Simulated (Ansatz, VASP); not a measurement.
**One calculation of MoS2, two programs**

```
Mo S
1.0
     6.29945    0.00000    0.00000
    -3.14972    5.45548    0.00000
     0.00000    0.00000    6.64754
Mo S
4 8
Direct
  0.50000 0.50000 0.00000
  0.50000 0.00000 0.00000
  0.00000 0.50000 0.00000
  0.00000 0.00000 0.00000
  0.16667 0.33333 0.23567
  0.16667 0.83333 0.23567
  0.66667 0.33333 0.23567
  0.66667 0.83333 0.23567
  0.16667 0.33333 0.76433
  0.16667 0.83333 0.76433
  0.66667 0.33333 0.76433
  0.66667 0.83333 0.76433
```

Alike in both runs: task single point; functional PBE; dispersion D3(BJ); k mesh 6 × 6 × 4; occupations gaussian, width 0.05 eV; no spin polarisation.

|  | VASP | Ansatz |
| --- | --- | --- |
| version | VASP 6.6.1 | Ansatz 0.2.0 |
| potentials or method | VASP PAW PBE potentials, release 64 (Mo_sv, S), cutoff 520 eV | scalar-relativistic, plane waves, PAW |
| valence electrons in the cell | 104 | 104 |

|  | VASP | Ansatz | Ansatz less VASP |
| --- | --- | --- | --- |
| gap on the k mesh at the Fermi level (eV) | 1.22 | 1.21 | -0.011 |
| least direct gap on the mesh (eV) | 1.68 | 1.68 | 0.000 |
| pressure (GPa) | -0.1 | 0.0 | +0.13 |
| rms of the force components (eV/Å) | 0.005 | 0.001 | -0.0049 |

Atom by atom the forces differ by 0.006 eV/Å (rms over components).
